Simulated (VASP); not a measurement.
The system is Si.

```
Si
1.0
     0.00000    2.72212    2.72212
     2.72212    0.00000    2.72212
     2.72212    2.72212    0.00000
Si
2
Direct
  0.25000 0.25000 0.25000
  0.00000 0.00000 0.00000
```

Base run:

- Program: VASP 6.6.1
- Functional: r2SCAN
- Potentials or basis: VASP PAW PBE potentials, release 64 (Si)
- Cutoff: 520 eV
- k mesh: 6 × 6 × 6
- Occupations: gaussian, width 0.01 eV
- Spin: no spin polarisation

Its results: band gap on the k mesh 0.93 eV, indirect (least direct gap 2.75 eV); pressure -0.2 GPa.

Q: The run is repeated on the same cell with these changes: functional from r2SCAN to PBE; k mesh from 6 × 6 × 6 to 8 × 8 × 8. What comes out?

A: Band gap on the k mesh 0.63 eV, indirect (least direct gap 2.56 eV); pressure 1.2 GPa.

Several settings changed at once, so the effect can't be laid on one alone.

Caveats: the PAW data sets were made with another functional, which shifts forces and pressure a little (some runs).

A k mesh can miss the band edges.
